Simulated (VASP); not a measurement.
# Li2S (Fm-3m) in VASP: further runs

Aim: see how the results for Li2S move with the level of theory and the settings. Levels: PBE-based screened hybrid, PBE-based global hybrid. Tasks: single point.

All numbers are computed with VASP 6.6.1; they aren't measurements. Logs are shortened: lines on timing, memory, paths and dates and some standing lists are left out, and cuts for length are marked.

## 1. The cell of the first run

The structure is cubic, space group Fm-3m (No. 225). The conventional cell has a = 5.691 Å, b = 5.691 Å, c = 5.691 Å, α = 90.00°, β = 90.00°, γ = 90.00°. S (site symmetry m-3m) has 8 Li at 2.46 Å within 3.3 Å. Li (site symmetry -43m) has 4 S at 2.46 Å and 6 Li at 2.85 Å within 3.3 Å.

## 2. Single point, PBE-based screened hybrid

The input, POSCAR:

```
Li2S
1.0
    0.0000000000      2.8452942165      2.8452942165
    2.8452942165      0.0000000000      2.8452942165
    2.8452942165      2.8452942165      0.0000000000
S Li
1 2
Direct
    0.0000000000      0.0000000000      0.0000000000
    0.2500000000      0.2500000000      0.2500000000
    0.7500000000      0.7500000000      0.7500000000
```

The input, INCAR.step1:

```
SYSTEM = Li2S
ALGO     = Normal         ! electronic algorithm
EDIFF    = 1E-5           ! SCF threshold, eV
ENCUT    = 650            ! plane-wave cutoff, eV
GGA      = PE             ! functional
GGA_COMPAT= .FALSE.      
ISIF     = 2              ! what is computed and relaxed
ISMEAR   = 0              ! smearing method
LASPH    = .TRUE.         ! aspherical terms in the spheres
LCHARG   = .FALSE.        ! write CHGCAR
LREAL    = .FALSE.        ! projectors in reciprocal space
LWAVE    = .TRUE.         ! write WAVECAR
NBANDS   = 13             ! bands
NELM     = 120            ! most SCF steps
PREC     = Accurate       ! precision mode
SIGMA    = 0.01           ! smearing width, eV
```

The input, INCAR.step2:

```
SYSTEM = Li2S
AEXX     = 0.4            ! exact-exchange fraction
ALGO     = Normal         ! electronic algorithm
EDIFF    = 1E-6           ! SCF threshold, eV
ENCUT    = 650            ! plane-wave cutoff, eV
GGA      = PE             ! functional
GGA_COMPAT= .FALSE.      
HFSCREEN = 0.3            ! screening, 1/A
ISIF     = 2              ! what is computed and relaxed
ISMEAR   = 0              ! smearing method
ISTART   = 1            
LASPH    = .TRUE.         ! aspherical terms in the spheres
LCHARG   = .FALSE.        ! write CHGCAR
LHFCALC  = .TRUE.         ! exact exchange
LREAL    = .FALSE.        ! projectors in reciprocal space
LWAVE    = .FALSE.        ! write WAVECAR
NBANDS   = 13             ! bands
NELM     = 120            ! most SCF steps
PREC     = Accurate       ! precision mode
PRECFOCK = Normal       
SIGMA    = 0.01           ! smearing width, eV
```

The input, KPOINTS:

```
k-points
0
G
  4 4 4
  0 0 0
```

Potentials or basis: VASP PAW PBE potentials, release 64 (S, Li_sv).

Command:

```sh
cat potpaw_PBE.64/S/POTCAR potpaw_PBE.64/Li_sv/POTCAR > POTCAR
cp INCAR.step1 INCAR
mpirun -np 1 vasp_std > vasp.out
cp INCAR.step2 INCAR
mpirun -np 1 vasp_std > vasp.out
```

OUTCAR:

```text
SYSTEM = Li2S
   AEXX = 0.4
   EDIFF = 1E-6
   ENCUT = 650
   GGA = PE
   HFSCREEN = 0.3
   ISIF = 2
   ISMEAR = 0
   ISTART = 1
   LASPH = .TRUE.
   LHFCALC = .TRUE.
   LREAL = .FALSE.
   NELM = 120
   PREC = Accurate
   PRECFOCK = Normal

 ion  position               nearest neighbor table
   1  0.000  0.000  0.000-   3 2.46   3 2.46   3 2.46   2 2.46   3 2.46   2 2.46   2 2.46   2 2.46

   2  0.250  0.250  0.250-   1 2.46   1 2.46   1 2.46   1 2.46
   3  0.750  0.750  0.750-   1 2.46   1 2.46   1 2.46   1 2.46

  LATTYP: Found a face centered cubic cell.
 ALAT       =     5.6905884330

  Lattice vectors:

 A1 = (   0.0000000000,   2.8452942165,   2.8452942165)
 A2 = (   2.8452942165,   0.0000000000,   2.8452942165)
 A3 = (   2.8452942165,   2.8452942165,   0.0000000000)

Analysis of symmetry for initial positions (statically):
=====================================================================
 Subroutine PRICEL returns:
 Original cell was already a primitive cell.

 Routine SETGRP: Setting up the symmetry group for a
 face centered cubic supercell.

 Subroutine GETGRP returns: Found 48 space group operations
 (whereof 48 operations were pure point group operations)
 out of a pool of 48 trial point group operations.

The static configuration has the point symmetry O_h .

Analysis of symmetry for dynamics (positions and initial velocities):
=====================================================================
 Subroutine PRICEL returns:
 Original cell was already a primitive cell.

 Routine SETGRP: Setting up the symmetry group for a
 face centered cubic supercell.

 Subroutine GETGRP returns: Found 48 space group operations
 (whereof 48 operations were pure point group operations)
 out of a pool of 48 trial point group operations.

The dynamic configuration has the point symmetry O_h .

 Subroutine INISYM returns: Found 48 space group operations
 (whereof 48 operations are pure point group operations),
 and found     1 'primitive' translations

----------------------------------------------------------------------------------------

                                     Primitive cell

  volume of cell :      46.0693

  direct lattice vectors                    reciprocal lattice vectors
     0.000000000  2.845294217  2.845294217    -0.175728751  0.175728751  0.175728751
     2.845294217  0.000000000  2.845294217     0.175728751 -0.175728751  0.175728751
     2.845294217  2.845294217  0.000000000     0.175728751  0.175728751 -0.175728751

  length of vectors
     4.023853670  4.023853670  4.023853670     0.304371126  0.304371126  0.304371126

  position of ions in fractional coordinates (direct lattice)
     0.000000000  0.000000000  0.000000000
     0.250000000  0.250000000  0.250000000
     0.750000000  0.750000000  0.750000000

  ion indices of the primitive-cell ions
   primitive index   ion index
                 1           1
                 2           2
                 3           3

----------------------------------------------------------------------------------------

 KPOINTS: k-points

Automatic generation of k-mesh.
 Grid dimensions read from file:
 generate k-points for:    4    4    4

 Generating k-lattice:

  Cartesian coordinates                     Fractional coordinates (reciprocal lattice)
    -0.043932188  0.043932188  0.043932188     0.250000000  0.000000000  0.000000000
     0.043932188 -0.043932188  0.043932188     0.000000000  0.250000000  0.000000000
     0.043932188  0.043932188 -0.043932188     0.000000000  0.000000000  0.250000000

  Length of vectors
     0.076092781  0.076092781  0.076092781

  Shift w.r.t. Gamma in fractional coordinates (k-lattice)
     0.000000000  0.000000000  0.000000000

 Subroutine IBZKPT returns following result:
 ===========================================

 Found      8 irreducible k-points:

 Following reciprocal coordinates:
            Coordinates               Weight
  0.000000  0.000000  0.000000      1.000000
  0.250000  0.000000  0.000000      8.000000
  0.500000  0.000000  0.000000      4.000000
  0.250000  0.250000  0.000000      6.000000
  0.500000  0.250000  0.000000     24.000000
 -0.250000  0.250000  0.000000     12.000000
  0.500000  0.500000  0.000000      3.000000
 -0.250000  0.500000  0.250000      6.000000
   k-points           NKPTS =      8   k-points in BZ     NKDIM =     64   number of bands    NBANDS=     13
   number of dos      NEDOS =    301   number of ions     NIONS =      3
   total plane-waves  NPLWV =  46656
   dimension x,y,z NGX =    36 NGY =   36 NGZ =   36
   dimension x,y,z NGXF=    72 NGYF=   72 NGZF=   72
   ions per type =               1   2
   NGX,Y,Z   is equivalent  to a cutoff of  14.87, 14.87, 14.87 a.u.
   NGXF,Y,Z  is equivalent  to a cutoff of  29.75, 29.75, 29.75 a.u.
 SYSTEM =  Li2S
   PREC   = accura    normal or accurate (medium, high low for compatibility)
   ISTART =      1    job   : 0-new  1-cont  2-samecut
   ICHARG =      0    charge: 1-file 2-atom 10-const
   ISPIN  =      1    spin polarized calculation?
   LNONCOLLINEAR =      F non collinear calculations
   LSORBIT =      F    spin-orbit coupling
   LASPH  =      T    aspherical Exc in radial PAW
   ENCUT  =  650.0 eV  47.77 Ry    6.91 a.u.   8.36  8.36  8.36*2*pi/ulx,y,z
   NELM   =    120;   NELMIN=  2; NELMDL=  0     # of ELM steps
   EDIFF  = 0.1E-05   stopping-criterion for ELM
   LREAL  =      F    real-space projection
   EDIFFG = 0.1E-04   stopping-criterion for IOM
   NSW    =      0    number of steps for IOM
   IBRION =     -1    ionic relax: 0-MD 1-quasi-New 2-CG
   NFREE  =      0    steps in history (QN), initial steepest desc. (CG)
   ISIF   =      2    stress and relaxation
   ISYM   =      3    0-nonsym 1-usesym 2-fastsym
   POTIM  = 0.5000    time-step for ionic-motion
   TEBEG  =    0.0;   TEEND  =   0.0 temperature during run
   PSTRESS=    0.0 pullay stress
   NELECT =      12.0000    total number of electrons
   NUPDOWN=      -1.0000    fix difference up-down
   EMIN   =  10.00;   EMAX   =-10.00  energy-range for DOS
   EFERMI =   0.00;   METHOD = LEGACY
   ISMEAR =     0;   SIGMA  =   0.01  broadening in eV -4-tet -1-fermi 0-gaus
   EFERMI_NEDOS =   21; number of points for ismear=-14 and -15
   IALGO  =     38    algorithm
   IMIX   =      1    mixing-type and parameters
     AMIX     =   0.40;   BMIX     =  1.00
     AMIX_MAG =   1.60;   BMIX_MAG =  1.00
  volume/ion in A,a.u.               =      15.36       103.63
  Fermi-wavevector in a.u.,A,eV,Ry     =   1.045518  1.975742 14.872628  1.093107
  Thomas-Fermi vector in A             =   2.180317
   LORBIT       =      0    0 simple, 1 ext, 2 COOP (PROOUT), +10 PAW based schemes
   GGA     = PE    functional components
   LHFCALC =     T    Hartree Fock is set to
   PRECFOCK=normal    Normal, Fast or Accurate (Low or Medium for compatibility)
   ENCUT4O =  -1.0   cutoff for four orbital integrals eV
   NKREDX  =     1    reduce k-point grid by
   NKREDY  =     1    reduce k-point grid by
   NKREDZ  =     1    reduce k-point grid by
   AEXX    =    0.4000 exact exchange contribution
   HFSCREEN=    0.3000 screening length (either q_TF or 0.3 A-1)
   HFSCREENC=   0.3000 screening length for correlation (either q_TF or 0.3 A-1)
   ENCUTFOCK=  -1.0 apply spherical cutoff to Coloumb kernel
   IVDW    =     0    specifies the selected vdW correction
   LEPSILON=     F    determine dielectric tensor
   LRPA    =     F    only Hartree local field effects (RPA)
 non-spin polarized calculation
 Gauss-broadening in eV      SIGMA  =   0.01
  energy-cutoff  :      650.00
  volume of cell :       46.07
 maximum number of plane-waves:      1759
 NGX is ok and might be reduce to    36
  NGX = 28; NGY = 28; NGZ = 28

 number of electron      11.9999998 magnetization

 Free energy of the ion-electron system (eV)
  ---------------------------------------------------
  ext. energy  EPLUGINS =         0.00000000
  ---------------------------------------------------
  free energy    TOTEN  =       -13.97323250 eV

  energy without entropy =      -13.97323250  energy(sigma->0) =      -13.97323250

 E-fermi :   0.6583     XC(G=0):  -6.4986

 val. band max:        0.5400662274   @ k =   0.0000   0.0000   0.0000
 cond. band min:       5.1326352188   @ k =   0.5000   0.5000   0.0000
 fundamental gap:      4.5925689915
 Fermi energy:         0.6583258173

 k-point     1 :       0.0000    0.0000    0.0000
  band No.  band energies     occupation
      1     -48.3015      2.00000
      2     -48.2570      2.00000
      3     -12.2207      2.00000
      4       0.5401      2.00000
      5       0.5401      2.00000
      6       0.5401      2.00000
      7       6.2017      0.00000
      8       8.2602      0.00000
      9       8.2602      0.00000
     10       8.2602      0.00000
     11      13.4560      0.00000
     12      13.4560      0.00000
     13      14.6837      0.00000

 k-point     2 :       0.2500    0.0000    0.0000
  band No.  band energies     occupation
      1     -48.2944      2.00000
      2     -48.2627      2.00000
      3     -11.9738      2.00000
      4      -1.3133      2.00000
      5       0.2367      2.00000
      6       0.2367      2.00000
      7       7.3675      0.00000
      8       8.8465      0.00000
      9       8.8465      0.00000
     10       9.5375      0.00000
     11      12.0409      0.00000
     12      12.0409      0.00000
     13      15.2946      0.00000
[... 65 lines left out ...]
 k-point     7 :       0.5000    0.5000    0.0000
  band No.  band energies     occupation
      1     -48.2851      2.00000
      2     -48.2695      2.00000
      3     -11.5336      2.00000
      4      -1.9320      2.00000
      5      -1.0275      2.00000
      6      -1.0275      2.00000
      7       5.1326      0.00000
      8       9.1010      0.00000
      9      13.5449      0.00000
     10      13.5449      0.00000
     11      14.7032      0.00000
     12      15.0153      0.00000
     13      15.0153      0.00000

 k-point     8 :      -0.2500    0.5000    0.2500
  band No.  band energies     occupation
      1     -48.2774      2.00000
      2     -48.2774      2.00000
      3     -11.5211      2.00000
      4      -1.5170      2.00000
      5      -1.5170      2.00000
      6      -1.3526      2.00000
      7       7.3114      0.00000
      8       9.4308      0.00000
      9      11.0942      0.00000
     10      11.0942      0.00000
     11      14.4216      0.00000
     12      14.4216      0.00000
     13      15.1927      0.00000

------------------------ aborting loop because EDIFF is reached ----------------------------------------

  FORCE on cell =-STRESS in cart. coord.  units (eV):
  Direction    XX          YY          ZZ          XY          YZ          ZX
  --------------------------------------------------------------------------------------
  -------------------------------------------------------------------------------------
  Total       -0.2548106     -0.2548106     -0.2548106      0.0000000      0.0000000      0.0000000
  in kB       -8.8616912     -8.8616912     -8.8616912      0.0000000      0.0000000      0.0000000
  external PRESSURE =      -8.8616912 kB  Pullay stress =       0.0000000 kB

 VOLUME and BASIS-vectors are now :
 -----------------------------------------------------------------------------
  energy-cutoff  :      650.00
  volume of cell :       46.07
      direct lattice vectors                 reciprocal lattice vectors
     0.000000000  2.845294217  2.845294217    -0.175728751  0.175728751  0.175728751
     2.845294217  0.000000000  2.845294217     0.175728751 -0.175728751  0.175728751
     2.845294217  2.845294217  0.000000000     0.175728751  0.175728751 -0.175728751

 POSITION                                       TOTAL-FORCE (eV/Angst)
 -----------------------------------------------------------------------------------
      0.00000      0.00000      0.00000        -0.000000     -0.000000     -0.000000
      1.42265      1.42265      1.42265        -0.000000     -0.000000      0.000000
      4.26794      4.26794      4.26794         0.000000      0.000000      0.000000
 -----------------------------------------------------------------------------------
    total drift:                               -0.000000     -0.000000     -0.000000

  FREE ENERGIE OF THE ION-ELECTRON SYSTEM (eV)
  ---------------------------------------------------
  free  energy   TOTEN  =       -13.9732324954 eV

  energy  without entropy=      -13.9732324954  energy(sigma->0) =      -13.97323250
```

It took 2.3 min on 1 thread of Intel Xeon 6975P-C (Granite Rapids), shared host; peak memory 0.29 GiB.

What came out:

```
Free energy            : -13.9732 eV
Pressure               : -0.9 GPa
Band gap on the k mesh : 4.59 eV, indirect (least direct gap 5.66 eV)
```

Caveat: the k points lie up to 0.48 Å⁻¹ apart; the PAW data sets were made with another functional, which shifts forces and pressure a little. A k mesh can miss the band edges.

## 3. Single point, PBE-based screened hybrid

POSCAR is that of step 2.

The input, INCAR.step1:

```
PREC = Accurate ; ENCUT = 650
EDIFF = 1E-5 ; ISMEAR = 0
SIGMA = 0.01 ; LREAL = F
LASPH = T ; NELM = 120
ALGO = Normal ; ISIF = 2
LWAVE = T ; LCHARG = F
NBANDS = 13 ; GGA = PE
GGA_COMPAT = F
```

The input, INCAR.step2:

```
PREC = Accurate ; ENCUT = 650
EDIFF = 1E-6 ; ISMEAR = 0
SIGMA = 0.01 ; LREAL = F
LASPH = T ; NELM = 120
ALGO = Normal ; ISIF = 2
LWAVE = F ; LCHARG = F
GGA = PE ; LHFCALC = T
AEXX = 0.1 ; HFSCREEN = 0.1
PRECFOCK = Normal ; NBANDS = 13
ISTART = 1 ; GGA_COMPAT = F
```

The input, KPOINTS:

```
regular mesh
0
Gamma
  4 4 4
```

Potentials or basis: VASP PAW PBE potentials, release 64 (S, Li_sv).

Command:

```sh
cat potpaw_PBE.64/S/POTCAR potpaw_PBE.64/Li_sv/POTCAR > POTCAR
cp INCAR.step1 INCAR
mpirun -np 1 vasp_std > vasp.out
cp INCAR.step2 INCAR
mpirun -np 1 vasp_std > vasp.out
```

Run time: 1.9 min. Hardware: 1 thread of Intel Xeon 6975P-C (Granite Rapids), shared host; peak memory 0.29 GiB.

It converged, with:

```yaml
Free_energy: -12.7672 eV
Pressure: -0.1 GPa
Band_gap_on_the_k_mesh: 3.89 eV, indirect (least direct gap 4.84 eV)
```

Levels at points of the mesh, in eV from the valence-band top:
```
           k point  band 3  band 4  band 5  band 6  band 7  band 8  band 9  band 10
(0.00, 0.00, 0.00)  -11.51    0.00    0.00    0.00    4.84    6.83    6.83     6.83
(0.50, 0.00, 0.00)  -11.05   -3.01   -0.53   -0.53    6.73    7.17    7.17     9.06
(0.50, 0.50, 0.00)  -10.91   -2.28   -1.48   -1.48    3.89    7.70   11.84    11.84
```

Caveat: the k points lie up to 0.48 Å⁻¹ apart; the PAW data sets were made with another functional, which shifts forces and pressure a little.

## 4. Single point, PBE-based global hybrid

POSCAR is that of step 3.

The input, INCAR.step1:

```
ALGO     = Normal         # electronic algorithm
EDIFF    = 1E-5           # SCF threshold, eV
ENCUT    = 650            # plane-wave cutoff, eV
GGA      = PE             # functional
GGA_COMPAT= F            
ISIF     = 2              # what is computed and relaxed
ISMEAR   = 0              # smearing method
LASPH    = T              # aspherical terms in the spheres
LCHARG   = F              # write CHGCAR
LREAL    = F              # projectors in reciprocal space
LWAVE    = T              # write WAVECAR
NBANDS   = 13             # bands
NELM     = 120            # most SCF steps
PREC     = Accurate       # precision mode
SIGMA    = 0.01           # smearing width, eV
```

The input, INCAR.step2:

```
AEXX     = 0.75           # exact-exchange fraction
ALGO     = Normal         # electronic algorithm
EDIFF    = 1E-6           # SCF threshold, eV
ENCUT    = 650            # plane-wave cutoff, eV
GGA      = PE             # functional
GGA_COMPAT= F            
ISIF     = 2              # what is computed and relaxed
ISMEAR   = 0              # smearing method
ISTART   = 1            
LASPH    = T              # aspherical terms in the spheres
LCHARG   = F              # write CHGCAR
LHFCALC  = T              # exact exchange
LREAL    = F              # projectors in reciprocal space
LWAVE    = F              # write WAVECAR
NBANDS   = 13             # bands
NELM     = 120            # most SCF steps
PREC     = Accurate       # precision mode
PRECFOCK = Normal       
SIGMA    = 0.01           # smearing width, eV
```

The input, KPOINTS:

```
k-points
0
Gamma
  4 4 4
```

Command:

```sh
cat potpaw_PBE.64/S/POTCAR potpaw_PBE.64/Li_sv/POTCAR > POTCAR
cp INCAR.step1 INCAR
mpirun -np 1 vasp_std > vasp.out
cp INCAR.step2 INCAR
mpirun -np 1 vasp_std > vasp.out
```

Wall time 2.9 min (1 thread of Intel Xeon 6975P-C (Granite Rapids), shared host); peak memory 0.2 GiB.

It converged, with:

| Property | Result |
| --- | --- |
| Free energy | -19.4461 eV |
| Pressure | -2.4 GPa |
| Band gap on the k mesh | 8.51 eV, indirect (least direct gap 9.73 eV) |

Levels at points of the mesh, in eV from the valence-band top:
| k point | band 2 | band 3 | band 4 | band 5 | band 6 | band 7 | band 8 | band 9 | band 10 | band 11 |
| --- | --- | --- | --- | --- | --- | --- | --- | --- | --- | --- |
| (0.00, 0.00, 0.00) | -53.11 | -14.54 | 0.00 | 0.00 | 0.00 | 9.73 | 12.11 | 12.11 | 12.11 | 17.61 |
| (0.50, 0.00, 0.00) | -53.13 | -13.91 | -3.74 | -0.64 | -0.64 | 11.93 | 12.37 | 12.37 | 14.30 | 19.57 |
| (0.50, 0.50, 0.00) | -53.13 | -13.72 | -2.91 | -1.78 | -1.78 | 8.51 | 12.91 | 17.78 | 17.78 | 19.04 |

Caveat: the k points lie up to 0.48 Å⁻¹ apart; the PAW data sets were made with another functional, which shifts forces and pressure a little. A k mesh can miss the band edges.

## 5. The runs side by side

```csv
level,share of exact exchange,screening parameter,gap on the mesh (eV),pressure (GPa)
PBE-based screened hybrid,0.4,0.3 1/Å,4.59,-0.9
PBE-based screened hybrid,0.1,0.1 1/Å,3.89,-0.1
PBE-based global hybrid,0.75,-,8.51,-2.4
```

Alike in all rows: task single point; potentials or basis VASP PAW PBE potentials, release 64 (S, Li_sv); no spin polarisation; cell as given; k mesh 4 × 4 × 4; cutoff (eV) 650; smearing gaussian 0.01 eV.

Caveats: all runs use coarse meshes; the PAW data sets were made with another functional, which shifts forces and pressure a little.

Total energies depend on the potentials used, so only differences within one code and one set of settings carry meaning.
